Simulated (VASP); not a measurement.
# Au3C in VASP: notebook

The runs below take Au3C through single point, with PBE.

Program: VASP 6.6.1. These are calculated values, not measurements. Logs are shortened: lines on timing, memory, paths and dates and some standing lists are left out, and cuts for length are marked.

## Step 1: The cell of the first run

The cell holds a slab with vacuum, 4 atoms: a = 2.940 Å, b = 2.940 Å, c = 21.897 Å, α = 90.00°, β = 90.00°, γ = 120.00°.

## Step 2: Single point, PBE

INCAR reads:

```
SYSTEM = Au3C
PREC = Accurate
ENCUT = 520
EDIFF = 1E-6
ISMEAR = 0
SIGMA = 0.1
LREAL = .FALSE.
LASPH = .TRUE.
NELM = 100
ALGO = Normal
ISIF = 2
LWAVE = .FALSE.
LCHARG = .FALSE.
LDIPOL = .TRUE.
IDIPOL = 3
DIPOL = 0.5 0.5 0.348
GGA = PE
NBANDS = 26
```

KPOINTS reads:

```
regular mesh
0
G
  9 9 1
  0 0 0
```

POSCAR reads:

```
Au3C
1.0
    2.9402049748      0.0000000000      0.0000000000
   -1.4701024874      2.5462922005      0.0000000000
    0.0000000000      0.0000000000     21.8974947720
Au C
3 1
Direct
    0.6666666667      0.3333333333      0.1826692981
    0.3333333333      0.6666666667      0.2945190844
    0.0000000000      0.0000000000      0.4063247812
    0.3333333333     -0.3333333333      0.5099896079
```

Potentials or basis: VASP PAW PBE potentials, release 64 (Au, C).

Run with:

```sh
$ cat potpaw_PBE.64/Au/POTCAR potpaw_PBE.64/C/POTCAR > POTCAR
$ mpirun -np 1 vasp_std > vasp.out
```

OUTCAR:

```text
SYSTEM = Au3C
   PREC = Accurate
   ENCUT = 520
   EDIFF = 1E-6
   ISMEAR = 0
   LREAL = .FALSE.
   LASPH = .TRUE.
   NELM = 100
   ISIF = 2
   GGA = PE

 ion  position               nearest neighbor table
   1  0.667  0.333  0.183-   2 2.98   2 2.98   2 2.98
   2  0.333  0.667  0.295-   3 2.98   3 2.98   3 2.98   1 2.98   1 2.98   1 2.98
   3  0.000  0.000  0.406-   4 2.83   4 2.83   4 2.83   2 2.98   2 2.98   2 2.98
   4  0.333  0.667  0.510-   3 2.83   3 2.83   3 2.83

  LATTYP: Found a hexagonal cell.
 ALAT       =     2.9402049748
 C/A-ratio  =     7.4476082313

  Lattice vectors:

 A1 = (   2.9402049748,   0.0000000000,   0.0000000000)
 A2 = (  -1.4701024874,   2.5462922005,   0.0000000000)
 A3 = (   0.0000000000,   0.0000000000,  21.8974947720)

Analysis of symmetry for initial positions (statically):
=====================================================================
 Subroutine PRICEL returns:
 Original cell was already a primitive cell.

 Routine SETGRP: Setting up the symmetry group for a
 hexagonal supercell.

 Subroutine GETGRP returns: Found  6 space group operations
 (whereof  6 operations were pure point group operations)
 out of a pool of 24 trial point group operations.

The static configuration has the point symmetry C_3v.

Analysis of symmetry for dynamics (positions and initial velocities):
=====================================================================
 Subroutine PRICEL returns:
 Original cell was already a primitive cell.

 Routine SETGRP: Setting up the symmetry group for a
 hexagonal supercell.

 Subroutine GETGRP returns: Found  6 space group operations
 (whereof  6 operations were pure point group operations)
 out of a pool of 24 trial point group operations.

The dynamic configuration has the point symmetry C_3v.

 Subroutine INISYM returns: Found  6 space group operations
 (whereof  6 operations are pure point group operations),
 and found     1 'primitive' translations

----------------------------------------------------------------------------------------

                                     Primitive cell

  volume of cell :     163.9382

  direct lattice vectors                    reciprocal lattice vectors
     2.940204975  0.000000000  0.000000000     0.340112342  0.196363952  0.000000000
    -1.470102487  2.546292200  0.000000000     0.000000000  0.392727904  0.000000000
     0.000000000  0.000000000 21.897494772     0.000000000  0.000000000  0.045667325

  length of vectors
     2.940204975  2.940204975 21.897494772     0.392727904  0.392727904  0.045667325

  position of ions in fractional coordinates (direct lattice)
     0.666666667  0.333333333  0.182669298
     0.333333333  0.666666667  0.294519084
     0.000000000  0.000000000  0.406324781
     0.333333333  0.666666667  0.509989608

  ion indices of the primitive-cell ions
   primitive index   ion index
                 1           1
                 2           2
                 3           3
                 4           4

----------------------------------------------------------------------------------------

 KPOINTS: regular mesh

Automatic generation of k-mesh.
 Grid dimensions read from file:
 generate k-points for:    9    9    1

 Generating k-lattice:

  Cartesian coordinates                     Fractional coordinates (reciprocal lattice)
     0.037790260  0.021818217  0.000000000     0.111111111  0.000000000  0.000000000
     0.000000000  0.043636434  0.000000000     0.000000000  0.111111111  0.000000000
     0.000000000  0.000000000  0.045667325     0.000000000  0.000000000  1.000000000

  Length of vectors
     0.043636434  0.043636434  0.045667325

  Shift w.r.t. Gamma in fractional coordinates (k-lattice)
     0.000000000  0.000000000  0.000000000

 Subroutine IBZKPT returns following result:
 ===========================================

 Found     12 irreducible k-points:

 Following reciprocal coordinates:
            Coordinates               Weight
  0.000000  0.000000  0.000000      1.000000
  0.111111  0.000000  0.000000      6.000000
  0.222222 -0.000000  0.000000      6.000000
  0.333333 -0.000000  0.000000      6.000000
  0.444444 -0.000000  0.000000      6.000000
  0.111111  0.111111  0.000000      6.000000
  0.222222  0.111111  0.000000     12.000000
  0.333333  0.111111  0.000000     12.000000
  0.444444  0.111111  0.000000      6.000000
  0.222222  0.222222  0.000000      6.000000
  0.333333  0.222222  0.000000     12.000000
  0.333333  0.333333  0.000000      2.000000
   k-points           NKPTS =     12   k-points in BZ     NKDIM =     12   number of bands    NBANDS=     26
   number of dos      NEDOS =    301   number of ions     NIONS =      4
   total plane-waves  NPLWV =  96768
   dimension x,y,z NGX =    24 NGY =   24 NGZ =  168
   dimension x,y,z NGXF=    48 NGYF=   48 NGZF=  336
   ions per type =               3   1
   NGX,Y,Z   is equivalent  to a cutoff of  13.57, 13.57, 12.75 a.u.
   NGXF,Y,Z  is equivalent  to a cutoff of  27.14, 27.14, 25.51 a.u.
 SYSTEM =  Au3C
   PREC   = accura    normal or accurate (medium, high low for compatibility)
   ISTART =      0    job   : 0-new  1-cont  2-samecut
   ICHARG =      2    charge: 1-file 2-atom 10-const
   ISPIN  =      1    spin polarized calculation?
   LNONCOLLINEAR =      F non collinear calculations
   LSORBIT =      F    spin-orbit coupling
   LASPH  =      T    aspherical Exc in radial PAW
   ENCUT  =  520.0 eV  38.22 Ry    6.18 a.u.   5.47  5.47 40.71*2*pi/ulx,y,z
   NELM   =    100;   NELMIN=  2; NELMDL= -5     # of ELM steps
   EDIFF  = 0.1E-05   stopping-criterion for ELM
   LREAL  =      F    real-space projection
   EDIFFG = 0.1E-04   stopping-criterion for IOM
   NSW    =      0    number of steps for IOM
   IBRION =     -1    ionic relax: 0-MD 1-quasi-New 2-CG
   NFREE  =      0    steps in history (QN), initial steepest desc. (CG)
   ISIF   =      2    stress and relaxation
   ISYM   =      2    0-nonsym 1-usesym 2-fastsym
   POTIM  = 0.5000    time-step for ionic-motion
   TEBEG  =    0.0;   TEEND  =   0.0 temperature during run
   PSTRESS=    0.0 pullay stress
   NELECT =      37.0000    total number of electrons
   NUPDOWN=      -1.0000    fix difference up-down
   EMIN   =  10.00;   EMAX   =-10.00  energy-range for DOS
   EFERMI =   0.00;   METHOD = LEGACY
   ISMEAR =     0;   SIGMA  =   0.10  broadening in eV -4-tet -1-fermi 0-gaus
   EFERMI_NEDOS =   21; number of points for ismear=-14 and -15
   IALGO  =     38    algorithm
   IMIX   =      4    mixing-type and parameters
     AMIX     =   0.40;   BMIX     =  1.00
     AMIX_MAG =   1.60;   BMIX_MAG =  1.00
  volume/ion in A,a.u.               =      40.98       276.58
  Fermi-wavevector in a.u.,A,eV,Ry     =   0.996740  1.883566 13.517266  0.993491
  Thomas-Fermi vector in A             =   2.128849
   LORBIT       =      0    0 simple, 1 ext, 2 COOP (PROOUT), +10 PAW based schemes
   GGA     = PE    functional components
   LHFCALC =     F    Hartree Fock is set to
   AEXX    =    0.0000 exact exchange contribution
   IVDW    =     0    specifies the selected vdW correction
   LEPSILON=     F    determine dielectric tensor
   LRPA    =     F    only Hartree local field effects (RPA)
 non-spin polarized calculation
 Gauss-broadening in eV      SIGMA  =   0.10
  energy-cutoff  :      520.00
  volume of cell :      163.94
 maximum number of plane-waves:      4481
 NGX is ok and might be reduce to    24
   NGX = 11   NGY = 11   NGZ = 81

 dipolmoment           0.000000      0.000000     -0.000027 electrons x Angstroem

 number of electron      36.9999996 magnetization

 dipolmoment           0.000000      0.000000      0.029988 electrons x Angstroem

 Free energy of the ion-electron system (eV)
  ---------------------------------------------------
  ext. energy  EPLUGINS =         0.00000000
  ---------------------------------------------------
  free energy    TOTEN  =       -12.33025521 eV

  energy without entropy =      -12.32271706  energy(sigma->0) =      -12.32648613

 E-fermi :  -0.4073     XC(G=0):  -5.6587

 val. band max:       -0.5972198041   @ k =   0.2222   0.2222   0.0000
 cond. band min:      -0.3334158758   @ k =   0.4444  -0.0000   0.0000
 fundamental gap:      0.2638039283
 Fermi energy:        -0.4072933640

 k-point     1 :       0.0000    0.0000    0.0000
  band No.  band energies     occupation
      1     -10.8548      2.00000
      2      -8.6551      2.00000
      3      -7.2649      2.00000
      4      -6.8756      2.00000
      5      -4.7075      2.00000
      6      -4.5178      2.00000
[... 18 lines left out ...]
     25       5.4499      0.00000
     26       5.9525      0.00000

 k-point     2 :       0.1111    0.0000    0.0000
  band No.  band energies     occupation
      1     -10.6599      2.00000
      2      -8.3127      2.00000
      3      -6.9271      2.00000
      4      -6.5641      2.00000
      5      -4.7525      2.00000
      6      -4.6855      2.00000
[... 18 lines left out ...]
     25       5.7100      0.00000
     26       6.2310      0.00000

 k-point     3 :       0.2222   -0.0000    0.0000
  band No.  band energies     occupation
      1     -10.1195      2.00000
      2      -7.4317      2.00000
      3      -6.2239      2.00000
      4      -5.9214      2.00000
      5      -5.1800      2.00000
      6      -4.8930      2.00000
[... 18 lines left out ...]
     25       6.4761      0.00000
     26       7.0541      0.00000

 k-point     4 :       0.3333   -0.0000    0.0000
  band No.  band energies     occupation
      1      -9.3750      2.00000
      2      -6.6815      2.00000
      3      -6.1653      2.00000
      4      -5.8584      2.00000
      5      -5.5994      2.00000
      6      -4.8049      2.00000
[... 18 lines left out ...]
     25       7.1134      0.00000
     26       7.5951      0.00000

 k-point     5 :       0.4444   -0.0000    0.0000
  band No.  band energies     occupation
      1      -8.7485      2.00000
      2      -6.5504      2.00000
      3      -6.3429      2.00000
      4      -6.0205      2.00000
      5      -5.8396      2.00000
      6      -4.9533      2.00000
[... 18 lines left out ...]
     25       5.9270      0.00000
     26       7.6656      0.00000

 k-point     6 :       0.1111    0.1111    0.0000
  band No.  band energies     occupation
      1     -10.2918      2.00000
      2      -7.6832      2.00000
      3      -6.3424      2.00000
      4      -6.0375      2.00000
      5      -5.0264      2.00000
      6      -4.8976      2.00000
[... 18 lines left out ...]
     25       6.2247      0.00000
     26       6.7845      0.00000

 k-point     7 :       0.2222    0.1111    0.0000
  band No.  band energies     occupation
      1      -9.6428      2.00000
      2      -6.7493      2.00000
      3      -5.8708      2.00000
      4      -5.6292      2.00000
      5      -5.2598      2.00000
      6      -5.0157      2.00000
[... 18 lines left out ...]
     25       7.2125      0.00000
     26       7.8023      0.00000

 k-point     8 :       0.3333    0.1111    0.0000
  band No.  band energies     occupation
      1      -8.9255      2.00000
      2      -6.3333      2.00000
      3      -6.0475      2.00000
      4      -5.8449      2.00000
      5      -5.5338      2.00000
      6      -4.8942      2.00000
[... 18 lines left out ...]
     25       6.7481      0.00000
     26       7.8751      0.00000

 k-point     9 :       0.4444    0.1111    0.0000
  band No.  band energies     occupation
      1      -8.5740      2.00000
      2      -6.3183      2.00000
      3      -6.1526      2.00000
      4      -5.9402      2.00000
      5      -5.6424      2.00000
      6      -4.9590      2.00000
[... 18 lines left out ...]
     25       5.1157      0.00000
     26       8.2206      0.00000

 k-point    10 :       0.2222    0.2222    0.0000
  band No.  band energies     occupation
      1      -8.9992      2.00000
      2      -6.0169      2.00000
      3      -5.7514      2.00000
      4      -5.3981      2.00000
      5      -5.2242      2.00000
      6      -4.8316      2.00000
[... 18 lines left out ...]
     25       6.9024      0.00000
     26       8.0233      0.00000

 k-point    11 :       0.3333    0.2222    0.0000
  band No.  band energies     occupation
      1      -8.4821      2.00000
      2      -5.8178      2.00000
      3      -5.7543      2.00000
      4      -5.5251      2.00000
      5      -5.1186      2.00000
      6      -4.9826      2.00000
[... 18 lines left out ...]
     25       5.9908      0.00000
     26       7.1441      0.00000

 k-point    12 :       0.3333    0.3333    0.0000
  band No.  band energies     occupation
      1      -8.2914      2.00000
      2      -5.5188      2.00000
      3      -5.5186      2.00000
      4      -5.4401      2.00000
      5      -5.0045      2.00000
      6      -4.9767      2.00000
[... 18 lines left out ...]
     25       5.1703      0.00000
     26       6.9346      0.00000

------------------------ aborting loop because EDIFF is reached ----------------------------------------

 vacuum level on the upper side and lower side of the slab       (xc-potential included)         0.232        -0.454

  FORCE on cell =-STRESS in cart. coord.  units (eV):
  Direction    XX          YY          ZZ          XY          YZ          ZX
  --------------------------------------------------------------------------------------
  -------------------------------------------------------------------------------------
  Total       -4.8514528     -4.8514528     -3.9308838      0.0000000      0.0000000      0.0000000
  in kB      -47.4135108    -47.4135108    -38.4167401      0.0000000      0.0000000      0.0000000
  external PRESSURE =     -44.4145872 kB  Pullay stress =       0.0000000 kB

 VOLUME and BASIS-vectors are now :
 -----------------------------------------------------------------------------
  energy-cutoff  :      520.00
  volume of cell :      163.94
      direct lattice vectors                 reciprocal lattice vectors
     2.940204975  0.000000000  0.000000000     0.340112342  0.196363952  0.000000000
    -1.470102487  2.546292200  0.000000000     0.000000000  0.392727904  0.000000000
     0.000000000  0.000000000 21.897494772     0.000000000  0.000000000  0.045667325

 POSITION                                       TOTAL-FORCE (eV/Angst)
 -----------------------------------------------------------------------------------
      1.47010      0.84876      4.00000         0.000000      0.000000      0.136748
     -0.00000      1.69753      6.44923        -0.000000      0.000000      0.043838
      0.00000      0.00000      8.89749        -0.000000     -0.000000      1.191062
     -0.00000      1.69753     11.16749         0.000000      0.000000     -1.371648
 -----------------------------------------------------------------------------------
    total drift:                                0.000000     -0.000000      0.000063

  FREE ENERGIE OF THE ION-ELECTRON SYSTEM (eV)
  ---------------------------------------------------
  free  energy   TOTEN  =       -12.3302552056 eV

  energy  without entropy=      -12.3227170618  energy(sigma->0) =      -12.32648613

 vacuum level on the upper side and lower side of the slab         5.530         4.805
```

Wall time 38 s (1 thread of Intel Xeon 6975P-C (Granite Rapids), shared host); peak memory 0.3 GiB.

What came out:

| Quantity | Value |
| --- | --- |
| Free energy | -12.3303 eV |
| Largest force | 1.372 eV/Å |

Forces on the atoms (eV/Å):
```
Au   0.000  0.000  0.137
Au   0.000  0.000  0.044
Au   0.000  0.000  1.191
C    0.000  0.000 -1.372
```

Caveat: spin-orbit coupling is left out, which moves the levels of the heavy elements.

## Step 3: Single point, PBE

INCAR reads:

```
ALGO = Normal
DIPOL = 0.5 0.5 0.359
EDIFF = 1E-6
ENCUT = 520
GGA = PE
IDIPOL = 3
ISIF = 2
ISMEAR = 0
LASPH = T
LCHARG = F
LDIPOL = T
LREAL = F
LWAVE = F
NBANDS = 26
NELM = 100
PREC = Accurate
SIGMA = 0.1
```

KPOINTS reads:

```
k-points
0
Gamma
  9 9 1
```

POSCAR, as its differences from that of step 2:

```diff
@@ -11,2 +11,2 @@
     0.0000000000      0.0000000000      0.4063247812
-    0.3333333333     -0.3333333333      0.5099896079
+    0.3333333333     -0.3333333333      0.5510901999
```

Potentials or basis: VASP PAW PBE potentials, release 64 (Au, C).

Run with:

```sh
$ cat potpaw_PBE.64/Au/POTCAR potpaw_PBE.64/C/POTCAR > POTCAR
$ mpirun -np 1 vasp_std > vasp.out
```

It took 41 s on 1 thread of Intel Xeon 6975P-C (Granite Rapids), shared host; peak memory 0.31 GiB.

It converged, with:

- Free energy: -11.4862 eV
- Largest force: 0.487 eV/Å

Forces on the atoms (eV/Å):
```
Au   0.000  0.000  0.143
Au   0.000  0.000  0.081
Au   0.000  0.000  0.263
C    0.000  0.000 -0.487
```

Levels at points of the mesh, in eV from the Fermi level:
```
           k point  band 16  band 17  band 18  band 19  band 20  band 21  band 22  band 23
(0.00, 0.00, 0.00)    -2.20    -1.85    -1.79    -1.79    -0.49     1.44     2.66     2.66
```

Caveat: spin-orbit coupling is left out, which moves the levels of the heavy elements.

(Part 1 of 2 ends here.)
